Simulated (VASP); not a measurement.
Here is a VASP 6.6.1 calculation.

The input INCAR:

```
SYSTEM = MgO
ALGO = Normal
EDIFF = 1E-6
ENCUT = 840
GGA = PE
GGA_COMPAT = .FALSE.
ISIF = 2
ISMEAR = 0
LASPH = .TRUE.
LCHARG = .TRUE.
LELF = .TRUE.
LREAL = .FALSE.
LVHAR = .TRUE.
LWAVE = .FALSE.
NBANDS = 15
NELM = 120
PREC = Accurate
SIGMA = 0.01
```

The input KPOINTS:

```
k-points
0
G
  10 10 10
  0 0 0
```

The input POSCAR:

```
MgO
1.0
    0.0000000000      2.1006416989      2.1006416989
    2.1006416989      0.0000000000      2.1006416989
    2.1006416989      2.1006416989      0.0000000000
Mg O
1 1
Direct
    0.0000000000      0.0000000000      0.0000000000
    0.5000000000      0.5000000000      0.5000000000
```

Potentials or basis: VASP PAW PBE potentials, release 64 (Mg_sv, O).

Launch:

```console
$ cat potpaw_PBE.64/Mg_sv/POTCAR potpaw_PBE.64/O/POTCAR > POTCAR
$ mpirun -np 1 vasp_std > vasp.out
```

Q: What does it give for the band gap on the k mesh?

A: 4.81 eV.

Q: Predict the pressure.

A: 6.1 GPa.

Caveat: the cell stands under pressure.
